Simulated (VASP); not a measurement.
Set up this calculation in VASP 6.6.1, as the native input.

```
Task                   : single point
Functional             : PBE
Potentials or basis    : VASP PAW PBE potentials, release 64 (Mg, C, N, S)
Cutoff                 : 520 eV
k mesh                 : 5 × 5 × 3
Occupations            : fermi-dirac, width 0.1 eV
Spin                   : no spin polarisation
Dipole correction      : no
Further INCAR settings : ALGO = Normal; EDIFF = 1e-06; NBANDS = 25
```

The structure of MgC2S2N2 lies in POSCAR:

```
MgC2S2N2
1.0
    0.0000000000      3.7811070000      0.0000000000
    5.3705460000     -1.8905530000      0.0000000000
    1.6170750000      0.0000000000     -6.0190230000
Mg C N S
1 2 2 2
Direct
    0.0000000000      0.0000000000      0.0000000000
    0.7586100000      0.5172200000      0.7780000000
    0.2413900000      0.4827800000      0.2220000000
    0.8596300000      0.7192600000      0.8234200000
    0.1403700000      0.2807400000      0.1765800000
    0.6103000000      0.2206000000      0.7332000000
    0.3897000000      0.7794000000      0.2668000000
```

One way to write it, as run:

INCAR

```
PREC = Accurate ; ENCUT = 520
EDIFF = 1E-6 ; ISMEAR = -1
SIGMA = 0.1 ; LREAL = F
LASPH = T ; NELM = 80
ALGO = Normal ; ISIF = 2
LWAVE = F ; LCHARG = F
GGA = PE ; NBANDS = 25
```

KPOINTS

```
regular mesh
0
Gamma
  5 5 3
```

Potentials or basis: VASP PAW PBE potentials, release 64 (Mg, C, N, S).

Run with:

```console
$ cat potpaw_PBE.64/Mg/POTCAR potpaw_PBE.64/C/POTCAR potpaw_PBE.64/N/POTCAR potpaw_PBE.64/S/POTCAR > POTCAR
$ mpirun -np 1 vasp_std > vasp.out
```

Results of the run:

The pressure is -1.1 GPa and the largest force is 1.610 eV/Å. The band gap on the k mesh is 3.82 eV (least direct gap 4.12 eV).

Caveat: the stress differs along the axes, from -9 to 3 GPa; forces of over 1 eV/Å act on the atoms, so gaps and moduli don't describe the material at rest.

It took 58 s on 1 thread of Intel(R) Xeon(R) Platinum 8375C CPU @ 2.90GHz (Ice Lake), with other jobs on the host, peak memory 0.26 GiB.
